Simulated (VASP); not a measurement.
Ru: single point with PBEsol

Ru:

```
CELL_PARAMETERS angstrom
2.29993 0.00000 0.00000
-1.14996 2.69478 0.00000
0.00000 0.00000 4.28190
ATOMIC_POSITIONS crystal
Ru 0.33333 0.66667 0.25000
Ru 0.66667 0.33333 0.75000
```

This cell differs from its parent crystal: strain -0.1500 x Voigt [1, -1, 0, 0, 0, 0].

```
Program                : VASP 6.6.1
Task                   : single point
Functional             : PBEsol
Potentials or basis    : VASP PAW PBE potentials, release 64 (Ru_pv)
Cutoff                 : 520 eV
k mesh                 : 24 × 24 × 12
Occupations            : gaussian, width 0.15 eV
Spin                   : no spin polarisation
Dipole correction      : no
Further INCAR settings : ALGO = Fast; EDIFF = 1e-06; NBANDS = 21
```

| Quantity | Value |
| --- | --- |
| Pressure | 28.6 GPa |
| Largest force | 0.634 eV/Å |
| Band gap on the k mesh | zero (bands 14 and 15 overlap by 3.11 eV) |

Forces on the atoms (eV/Å):
```
Ru   0.000  0.634  0.000
Ru   0.000 -0.634  0.000
```

Stress tensor (GPa, compression positive):
```
105.95   0.00   0.00
  0.00 -28.15   0.00
  0.00   0.00   7.90
```

Levels at points of the mesh, in eV from the Fermi level:
```csv
k point,band 10,band 11,band 12,band 13,band 14,band 15,band 16,band 17,band 18,band 19
"(0.00, 0.00, 0.00)",-4.96,-2.66,-2.57,-0.13,0.21,0.22,0.52,1.02,2.19,10.08
"(0.50, 0.00, 0.00)",-4.83,-1.66,-1.19,-0.80,0.76,1.15,1.43,5.82,8.19,11.16
"(0.00, 0.50, 0.00)",-3.87,-3.19,-2.74,-0.77,1.53,1.95,2.24,2.65,4.08,8.50
"(0.00, 0.00, 0.50)",-5.36,-3.49,-3.49,-0.30,-0.30,-0.19,-0.19,1.76,1.76,10.34
"(0.50, 0.00, 0.50)",-5.01,-1.57,-1.57,-0.10,-0.10,1.96,1.96,4.73,4.73,10.33
"(0.00, 0.50, 0.50)",-5.70,-0.57,-0.57,0.57,0.57,1.92,1.92,2.04,2.04,7.82
```

Wall time 6.6 min on 1 thread of Intel(R) Xeon(R) Platinum 8488C (Sapphire Rapids), with other jobs on the host, peak memory 0.54 GiB.

Caveat: the cell differs from its parent crystal (strain -0.1500 x Voigt [1, -1, 0, 0, 0, 0]); the stress differs along the axes, from -28 to 106 GPa; the PAW data sets were made with another functional, which shifts forces and pressure a little.
